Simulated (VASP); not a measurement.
Ta3B2N, 6 atoms in the cell. The structure is hexagonal, space group P6/mmm (No. 191). Conventional cell: a = 5.735 Å, b = 5.735 Å, c = 3.135 Å, α = 90.00°, β = 90.00°, γ = 120.00°. Within 3.0 Å of Ta (site symmetry mmm) lie 4 B at 2.28 Å and 4 Ta at 2.87 Å. Within 3.0 Å of B (site symmetry -6m2) lie 6 Ta at 2.28 Å. Within 4.1 Å of N (site symmetry 6/mmm) lie 2 N at 3.14 Å and 12 Ta at 3.27 Å and 6 B at 3.31 Å. 

* Program: VASP 6.6.1
* Task: single point
* Functional: PBE
* Potentials or basis: VASP PAW PBE potentials, release 64 (Ta_pv, B, N)
* Cutoff: 600 eV
* k mesh: 12 × 12 × 12
* Occupations: gaussian, width 0.1 eV
* Spin: no spin polarisation
* Dipole correction: no
* Further INCAR settings: ALGO = Normal; EDIFF = 1e-06; NBANDS = 31

Potentials or basis: VASP PAW PBE potentials, release 64 (Ta_pv, B, N).

Launch:

```console
$ cat potpaw_PBE.64/Ta_pv/POTCAR potpaw_PBE.64/B/POTCAR potpaw_PBE.64/N/POTCAR > POTCAR
$ mpirun -np 1 vasp_std > vasp.out
```

Hardware: 1 thread of Oxide Virtual Turin-like Processor, with other jobs on the host.

Task: How long does it take, and how much memory?

Result: It took 9.6 min on 1 thread of Oxide Virtual Turin-like Processor, with other jobs on the host, peak memory 0.5 GiB. Counts: scf iterations 16, k points 133.
